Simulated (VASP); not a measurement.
# Rh (I4/mmm) in VASP: further runs, part 2 of 2

VASP 6.6.1. The steps go on from the part before.

### Step 3. Single point, LDA (12.52 Å³/atom)

Contents of INCAR:

```
SYSTEM = Rh
PREC = Accurate ; ENCUT = 520
EDIFF = 1E-6 ; ISMEAR = 0
SIGMA = 0.15 ; LREAL = .FALSE.
LASPH = .TRUE. ; NELM = 100
ALGO = Fast ; ISIF = 2
LWAVE = .FALSE. ; LCHARG = .FALSE.
GGA = CA ; NBANDS = 14
```

Contents of KPOINTS:

```
Automatic mesh
0
G
  22 22 22
  0 0 0
```

Contents of POSCAR:

```
Rh
1.0
    0.0000000000      1.8910931378      1.7505849177
    1.8910931378      0.0000000000      1.7505849177
    1.8910931378      1.8910931378      0.0000000000
Rh
1
Direct
    0.0000000000      0.0000000000      0.0000000000
```

Potentials or basis: VASP PAW LDA potentials, release 64 (Rh_pv).

On the command line:

```
cat potpaw_LDA.64/Rh_pv/POTCAR > POTCAR
mpirun -np 1 vasp_std > vasp.out
```

OUTCAR:

```text
SYSTEM = Rh
   PREC = Accurate
   ENCUT = 520
   EDIFF = 1E-6
   ISMEAR = 0
   LREAL = .FALSE.
   LASPH = .TRUE.
   NELM = 100
   ISIF = 2
   GGA = CA

 ion  position               nearest neighbor table
   1  0.000  0.000  0.000-

  LATTYP: Found a body centered tetragonal cell.
 ALAT       =     2.6744095632
 C/A-ratio  =     1.3091374947

  Lattice vectors:

 A1 = (   0.0000000000,  -1.8910931378,  -1.7505849177)
 A2 = (   0.0000000000,   1.8910931378,  -1.7505849177)
 A3 = (   1.8910931378,   0.0000000000,   1.7505849177)

Analysis of symmetry for initial positions (statically):
=====================================================================
 Subroutine PRICEL returns:
 Original cell was already a primitive cell.

 Routine SETGRP: Setting up the symmetry group for a
 body centered tetragonal supercell.

 Subroutine GETGRP returns: Found 16 space group operations
 (whereof 16 operations were pure point group operations)
 out of a pool of 16 trial point group operations.

The static configuration has the point symmetry D_4h.

Analysis of symmetry for dynamics (positions and initial velocities):
=====================================================================
 Subroutine PRICEL returns:
 Original cell was already a primitive cell.

 Routine SETGRP: Setting up the symmetry group for a
 body centered tetragonal supercell.

 Subroutine GETGRP returns: Found 16 space group operations
 (whereof 16 operations were pure point group operations)
 out of a pool of 16 trial point group operations.

The dynamic configuration has the point symmetry D_4h.

 Subroutine INISYM returns: Found 16 space group operations
 (whereof 16 operations are pure point group operations),
 and found     1 'primitive' translations

----------------------------------------------------------------------------------------

                                     Primitive cell

  volume of cell :      12.5210

  direct lattice vectors                    reciprocal lattice vectors
     0.000000000  1.891093138  1.750584918    -0.264397342  0.264397342  0.285618821
     1.891093138  0.000000000  1.750584918     0.264397342 -0.264397342  0.285618821
     1.891093138  1.891093138  0.000000000     0.264397342  0.264397342 -0.285618821

  length of vectors
     2.576971247  2.576971247  2.674409563     0.470521009  0.470521009  0.470521009

  position of ions in fractional coordinates (direct lattice)
     0.000000000  0.000000000  0.000000000

  ion indices of the primitive-cell ions
   primitive index   ion index
                 1           1

----------------------------------------------------------------------------------------

 KPOINTS: Automatic mesh

Automatic generation of k-mesh.
 Grid dimensions read from file:
 generate k-points for:   22   22   22

 Generating k-lattice:

  Cartesian coordinates                     Fractional coordinates (reciprocal lattice)
    -0.012018061  0.012018061  0.012982674     0.045454545 -0.000000000  0.000000000
     0.012018061 -0.012018061  0.012982674    -0.000000000  0.045454545  0.000000000
     0.012018061  0.012018061 -0.012982674     0.000000000  0.000000000  0.045454545

  Length of vectors
     0.021387319  0.021387319  0.021387319

  Shift w.r.t. Gamma in fractional coordinates (k-lattice)
     0.000000000  0.000000000  0.000000000

 Subroutine IBZKPT returns following result:
 ===========================================

 Found    834 irreducible k-points:

 Following reciprocal coordinates:
            Coordinates               Weight
  0.000000  0.000000  0.000000      1.000000
  0.045455  0.000000  0.000000      8.000000
  0.090909  0.000000  0.000000      8.000000
  0.136364  0.000000  0.000000      8.000000
  0.181818  0.000000  0.000000      8.000000
  0.227273 -0.000000  0.000000      8.000000
[... 16 lines left out ...]
  0.500000  0.045455  0.000000      8.000000
 -0.454545  0.045455  0.000000      8.000000
 [... further k-points ...]
   k-points           NKPTS =    834   k-points in BZ     NKDIM =    834   number of bands    NBANDS=     14
   number of dos      NEDOS =    301   number of ions     NIONS =      1
   total plane-waves  NPLWV =   8000
   dimension x,y,z NGX =    20 NGY =   20 NGZ =   20
   dimension x,y,z NGXF=    40 NGYF=   40 NGZF=   40
   ions per type =               1
   NGX,Y,Z   is equivalent  to a cutoff of  12.90, 12.90, 12.43 a.u.
   NGXF,Y,Z  is equivalent  to a cutoff of  25.80, 25.80, 24.86 a.u.
 SYSTEM =  Rh
   PREC   = accura    normal or accurate (medium, high low for compatibility)
   ISTART =      0    job   : 0-new  1-cont  2-samecut
   ICHARG =      2    charge: 1-file 2-atom 10-const
   ISPIN  =      1    spin polarized calculation?
   LNONCOLLINEAR =      F non collinear calculations
   LSORBIT =      F    spin-orbit coupling
   LASPH  =      T    aspherical Exc in radial PAW
   ENCUT  =  520.0 eV  38.22 Ry    6.18 a.u.   4.79  4.79  4.97*2*pi/ulx,y,z
   NELM   =    100;   NELMIN=  2; NELMDL= -5     # of ELM steps
   EDIFF  = 0.1E-05   stopping-criterion for ELM
   LREAL  =      F    real-space projection
   EDIFFG = 0.1E-04   stopping-criterion for IOM
   NSW    =      0    number of steps for IOM
   IBRION =     -1    ionic relax: 0-MD 1-quasi-New 2-CG
   NFREE  =      0    steps in history (QN), initial steepest desc. (CG)
   ISIF   =      2    stress and relaxation
   ISYM   =      2    0-nonsym 1-usesym 2-fastsym
   POTIM  = 0.5000    time-step for ionic-motion
   TEBEG  =    0.0;   TEEND  =   0.0 temperature during run
   PSTRESS=    0.0 pullay stress
   NELECT =      15.0000    total number of electrons
   NUPDOWN=      -1.0000    fix difference up-down
   EMIN   =  10.00;   EMAX   =-10.00  energy-range for DOS
   EFERMI =   0.00;   METHOD = LEGACY
   ISMEAR =     0;   SIGMA  =   0.15  broadening in eV -4-tet -1-fermi 0-gaus
   EFERMI_NEDOS =   21; number of points for ismear=-14 and -15
   IALGO  =     68    algorithm
   IMIX   =      4    mixing-type and parameters
     AMIX     =   0.40;   BMIX     =  1.00
     AMIX_MAG =   1.60;   BMIX_MAG =  1.00
  volume/ion in A,a.u.               =      12.52        84.50
  Fermi-wavevector in a.u.,A,eV,Ry     =   1.738704  3.285674 41.131644  3.023091
  Thomas-Fermi vector in A             =   2.811685
   LORBIT       =      0    0 simple, 1 ext, 2 COOP (PROOUT), +10 PAW based schemes
   GGA     = CA    functional components
   LHFCALC =     F    Hartree Fock is set to
   AEXX    =    0.0000 exact exchange contribution
   IVDW    =     0    specifies the selected vdW correction
   LEPSILON=     F    determine dielectric tensor
   LRPA    =     F    only Hartree local field effects (RPA)
 non-spin polarized calculation
 RMM-DIIS sequential band-by-band and
 Gauss-broadening in eV      SIGMA  =   0.15
  energy-cutoff  :      520.00
  volume of cell :       12.52
 maximum number of plane-waves:       352
   NGX =  9   NGY =  9   NGZ =  9

 number of electron      14.9999998 magnetization

 Free energy of the ion-electron system (eV)
  ---------------------------------------------------
  ext. energy  EPLUGINS =         0.00000000
  ---------------------------------------------------
  free energy    TOTEN  =        -8.59748531 eV

  energy without entropy =       -8.58468883  energy(sigma->0) =       -8.59108707

 E-fermi :  13.5161     XC(G=0): -14.9538

 val. band max:       13.5142064638   @ k =  -0.1818   0.1364   0.0909
 cond. band min:      13.5165220029   @ k =  -0.4545   0.1364   0.2727
 fundamental gap:      0.0023155391
 Fermi energy:        13.5161429818

 k-point     1 :       0.0000    0.0000    0.0000
  band No.  band energies     occupation
      1     -32.8011      2.00000
      2     -32.8011      2.00000
      3     -32.7515      2.00000
      4       4.8001      2.00000
      5       9.6857      2.00000
      6       9.6857      2.00000
      7      10.5729      2.00000
      8      11.8040      2.00000
      9      12.9044      2.00000
     10      29.4656      0.00000
     11      33.6463      0.00000
     12      34.4117      0.00000
     13      34.4117      0.00000
     14      37.2955      0.00000
[... 375 lines left out ...]
 k-point    24 :      -0.4545    0.0455    0.0000
  band No.  band energies     occupation
      1     -33.7975      2.00000
      2     -32.9961      2.00000
      3     -32.8716      2.00000
      4       6.6144      2.00000
      5       9.4409      2.00000
      6      10.3096      2.00000
      7      13.0809      1.99996
      8      14.3518      0.00000
      9      14.9565      0.00000
     10      23.3905      0.00000
     11      29.0544      0.00000
     12      33.6476      0.00000
     13      35.0879      0.00000
     14      35.9928      0.00000

 [... further k-points ...]

------------------------ aborting loop because EDIFF is reached ----------------------------------------

  FORCE on cell =-STRESS in cart. coord.  units (eV):
  Direction    XX          YY          ZZ          XY          YZ          ZX
  --------------------------------------------------------------------------------------
  -------------------------------------------------------------------------------------
  Total        1.1308757      1.1308757      2.8727979      0.0000000     -0.0000000     -0.0000000
  in kB      144.7059726    144.7059726    367.6009631      0.0000000     -0.0000000     -0.0000000
  external PRESSURE =     219.0043027 kB  Pullay stress =       0.0000000 kB

 VOLUME and BASIS-vectors are now :
 -----------------------------------------------------------------------------
  energy-cutoff  :      520.00
  volume of cell :       12.52
      direct lattice vectors                 reciprocal lattice vectors
     0.000000000  1.891093138  1.750584918    -0.264397342  0.264397342  0.285618821
     1.891093138  0.000000000  1.750584918     0.264397342 -0.264397342  0.285618821
     1.891093138  1.891093138  0.000000000     0.264397342  0.264397342 -0.285618821

 POSITION                                       TOTAL-FORCE (eV/Angst)
 -----------------------------------------------------------------------------------
      0.00000      0.00000      0.00000         0.000000     -0.000000      0.000000
 -----------------------------------------------------------------------------------
    total drift:                                0.000000      0.000000      0.000000

  FREE ENERGIE OF THE ION-ELECTRON SYSTEM (eV)
  ---------------------------------------------------
  free  energy   TOTEN  =        -8.5974853098 eV

  energy  without entropy=       -8.5846888335  energy(sigma->0) =       -8.59108707
```

OSZICAR:

```text
N       E                     dE             d eps       ncg     rms          rms(c)
DAV:   1     0.118211275471E+03    0.11821E+03   -0.86817E+03 23478   0.117E+03
DAV:   2    -0.758967707558E+01   -0.12580E+03   -0.12025E+03 25974   0.345E+02
DAV:   3    -0.912878134653E+01   -0.15391E+01   -0.15369E+01 27414   0.418E+01
DAV:   4    -0.913401048715E+01   -0.52291E-02   -0.52290E-02 26412   0.249E+00
DAV:   5    -0.913405212504E+01   -0.41638E-04   -0.41637E-04 26688   0.196E-01    0.136E+01
RMM:   6    -0.863135175556E+01    0.50270E+00   -0.71802E-01 24959   0.827E+00    0.514E+00
RMM:   7    -0.860288005768E+01    0.28472E-01   -0.37084E-02 24956   0.198E+00    0.208E+00
RMM:   8    -0.859774120285E+01    0.51389E-02   -0.80284E-03 27340   0.107E+00    0.274E-01
RMM:   9    -0.859746878637E+01    0.27242E-03   -0.74388E-04 28808   0.321E-01    0.134E-02
RMM:  10    -0.859748448168E+01   -0.15695E-04   -0.10295E-04 29068   0.135E-01    0.111E-02
RMM:  11    -0.859748501271E+01   -0.53103E-06   -0.13380E-05 28717   0.475E-02    0.231E-03
RMM:  12    -0.859748530978E+01   -0.29707E-06   -0.31692E-06 22436   0.244E-02
   1 F= -.85974853E+01 E0= -.85910871E+01  d E =-.127965E-01
```

stdout:

```text
POSCAR found type information on POSCAR Rh
 POSCAR found :  1 types and       1 ions
 scaLAPACK will be used
 LDA part: xc-table for (Slater(with rela. corr.)+CA(PZ))
 , standard interpolation
 POSCAR, INCAR and KPOINTS ok, starting setup
 FFT: planning ... GRIDC
 FFT: planning ... GRID_SOFT
 FFT: planning ... GRID
 WAVECAR not read
 entering main loop
WARNING in EDDRMM: call to ZHEGV failed, returncode =   6  3     12
WARNING in EDDRMM: call to ZHEGV failed, returncode =   8  4     13
```

Run time: 2 min. Hardware: 1 thread of Intel Xeon 6975P-C (Granite Rapids), shared host; peak memory 0.23 GiB.

What came out:

- Free energy: -8.5975 eV
- Pressure: 21.9 GPa
- Band gap on the k mesh: zero (an odd number of electrons rules out a gap without spin polarisation)

Stress tensor (GPa, compression positive):
```
14.47  0.00  0.00
 0.00 14.47  0.00
 0.00  0.00 36.76
```

Caveat: the stress differs along the axes, from 14 to 37 GPa.

### Step 4. Single point, LDA (13.23 Å³/atom)

This run uses another cell than the first one, of 13.23 Å³/atom.

Contents of INCAR:

```
SYSTEM = Rh
PREC = Accurate ; ENCUT = 520
EDIFF = 1E-6 ; ISMEAR = 0
SIGMA = 0.15 ; LREAL = .False.
LASPH = .True. ; NELM = 100
ALGO = Fast ; ISIF = 2
LWAVE = .False. ; LCHARG = .True.
LELF = .True. ; LVHAR = .True.
NBANDS = 14
```

Contents of KPOINTS:

```
Automatic mesh
0
Gamma
  22 22 22
  0 0 0
```

Contents of POSCAR:

```
Rh
1.0
    0.0000000000      1.7828527665      2.0805891785
    1.7828527665      0.0000000000      2.0805891785
    1.7828527665      1.7828527665      0.0000000000
Rh
1
Direct
    0.0000000000      0.0000000000      0.0000000000
```

Potentials or basis: VASP PAW LDA potentials, release 64 (Rh_pv).

On the command line:

```
cat potpaw_LDA.64/Rh_pv/POTCAR > POTCAR
mpirun -np 1 vasp_std > vasp.out
```

OUTCAR:

```text
SYSTEM = Rh
   PREC = Accurate
   ENCUT = 520
   EDIFF = 1E-6
   ISMEAR = 0
   LREAL = .False.
   LASPH = .True.
   NELM = 100
   ISIF = 2

 ion  position               nearest neighbor table
   1  0.000  0.000  0.000-

  LATTYP: Found a body centered tetragonal cell.
 ALAT       =     2.5213345621
 C/A-ratio  =     1.6503872273

  Lattice vectors:

 A1 = (  -1.7828527665,   0.0000000000,   2.0805891785)
 A2 = (   1.7828527665,   0.0000000000,   2.0805891785)
 A3 = (   0.0000000000,   1.7828527665,  -2.0805891785)

Analysis of symmetry for initial positions (statically):
=====================================================================
 Subroutine PRICEL returns:
 Original cell was already a primitive cell.

 Routine SETGRP: Setting up the symmetry group for a
 body centered tetragonal supercell.

 Subroutine GETGRP returns: Found 16 space group operations
 (whereof 16 operations were pure point group operations)
 out of a pool of 16 trial point group operations.

The static configuration has the point symmetry D_4h.

Analysis of symmetry for dynamics (positions and initial velocities):
=====================================================================
 Subroutine PRICEL returns:
 Original cell was already a primitive cell.

 Routine SETGRP: Setting up the symmetry group for a
 body centered tetragonal supercell.

 Subroutine GETGRP returns: Found 16 space group operations
 (whereof 16 operations were pure point group operations)
 out of a pool of 16 trial point group operations.

The dynamic configuration has the point symmetry D_4h.

 Subroutine INISYM returns: Found 16 space group operations
 (whereof 16 operations are pure point group operations),
 and found     1 'primitive' translations

----------------------------------------------------------------------------------------

                                     Primitive cell

  volume of cell :      13.2266

[... 113 lines left out ...]
   AEXX    =    0.0000 exact exchange contribution
   IVDW    =     0    specifies the selected vdW correction
   LEPSILON=     F    determine dielectric tensor
   LRPA    =     F    only Hartree local field effects (RPA)
 non-spin polarized calculation
 RMM-DIIS sequential band-by-band and
 Gauss-broadening in eV      SIGMA  =   0.15
  energy-cutoff  :      520.00
  volume of cell :       13.23
 maximum number of plane-waves:       370
   NGX = 11   NGY = 11   NGZ =  9

 number of electron      14.9999999 magnetization

 Free energy of the ion-electron system (eV)
  ---------------------------------------------------
  ext. energy  EPLUGINS =         0.00000000
  ---------------------------------------------------
  free energy    TOTEN  =        -8.50754885 eV

  energy without entropy =       -8.49155901  energy(sigma->0) =       -8.49955393

 E-fermi :  12.4202     XC(G=0): -14.5903

 val. band max:       12.4199181926   @ k =  -0.0455   0.4091   0.3636
 cond. band min:      12.4223254358   @ k =   0.5000   0.0455   0.0000
 fundamental gap:      0.0024072432
 Fermi energy:        12.4202448254

 k-point     1 :       0.0000    0.0000    0.0000
  band No.  band energies     occupation
      1     -33.8000      2.00000
      2     -33.7179      2.00000
      3     -33.7179      2.00000
      4       4.1370      2.00000
      5       7.9662      2.00000
      6       9.9323      2.00000
      7       9.9323      2.00000
      8      10.1287      2.00000
      9      12.4397      0.85414
     10      28.7643      0.00000
     11      31.1128      0.00000
     12      32.7664      0.00000
     13      35.6292      0.00000
     14      35.6292      0.00000
[... 377 lines left out ...]
      1     -34.6476      2.00000
      2     -33.9716      2.00000
      3     -33.7418      2.00000
      4       6.0237      2.00000
      5       8.2634      2.00000
      6      10.0135      2.00000
      7      12.2960      1.75858
      8      12.6817      0.01371
      9      14.2323      0.00000
     10      21.7231      0.00000
     11      27.3828      0.00000
     12      32.7672      0.00000
     13      33.2649      0.00000
     14      35.6482      0.00000

 [... further k-points ...]

------------------------ aborting loop because EDIFF is reached ----------------------------------------

  FORCE on cell =-STRESS in cart. coord.  units (eV):
  Direction    XX          YY          ZZ          XY          YZ          ZX
  --------------------------------------------------------------------------------------
  -------------------------------------------------------------------------------------
  Total        1.6052165      1.6052165     -1.8009390      0.0000000     -0.0000000     -0.0000000
  in kB      194.4450518    194.4450518   -218.1535572      0.0000000     -0.0000000     -0.0000000
  external PRESSURE =      56.9121821 kB  Pullay stress =       0.0000000 kB

 VOLUME and BASIS-vectors are now :
 -----------------------------------------------------------------------------
  energy-cutoff  :      520.00
  volume of cell :       13.23
      direct lattice vectors                 reciprocal lattice vectors
     0.000000000  1.782852767  2.080589178    -0.280449406  0.280449406  0.240316544
     1.782852767  0.000000000  2.080589178     0.280449406 -0.280449406  0.240316544
     1.782852767  1.782852767  0.000000000     0.280449406  0.280449406 -0.240316544

 POSITION                                       TOTAL-FORCE (eV/Angst)
 -----------------------------------------------------------------------------------
      0.00000      0.00000      0.00000         0.000000      0.000000     -0.000000
 -----------------------------------------------------------------------------------
    total drift:                                0.000000      0.000000      0.000000

  FREE ENERGIE OF THE ION-ELECTRON SYSTEM (eV)
  ---------------------------------------------------
  free  energy   TOTEN  =        -8.5075488505 eV

  energy  without entropy=       -8.4915590073  energy(sigma->0) =       -8.49955393
```

Run time: 99 s. Hardware: 1 thread of Intel Xeon 6975P-C (Granite Rapids), shared host; peak memory 0.24 GiB.

Results:

- Free energy: -8.5075 eV
- Pressure: 5.7 GPa
- Band gap on the k mesh: zero (an odd number of electrons rules out a gap without spin polarisation)

Caveat: the stress differs along the axes, from -22 to 19 GPa.

### Step 5. Summary

```csv
cell,gap on the mesh (eV),pressure (GPa)
"a = 2.541, b = 2.541, c = 2.816 Å, angles 56.4, 56.4, 67.3°, 1 atom",none,27.6
"a = 2.577, b = 2.577, c = 2.674 Å, angles 58.7, 58.7, 62.5°, 1 atom",none,21.9
"a = 2.740, b = 2.740, c = 2.521 Å, angles 62.6, 62.6, 54.8°, 1 atom",none,5.7
```

Alike in all rows: task single point; level LDA; potentials or basis VASP PAW LDA potentials, release 64 (Rh_pv); no spin polarisation; k mesh 22 × 22 × 22; cutoff (eV) 520; smearing gaussian 0.15 eV.

Caveats: the stress differs along the axes, from 16 to 52 GPa (at least some runs); the stress differs along the axes, from 14 to 37 GPa (at least some runs); the stress differs along the axes, from -22 to 19 GPa (at least some runs).

Absolute energies hang on the potentials; compare differences alone.
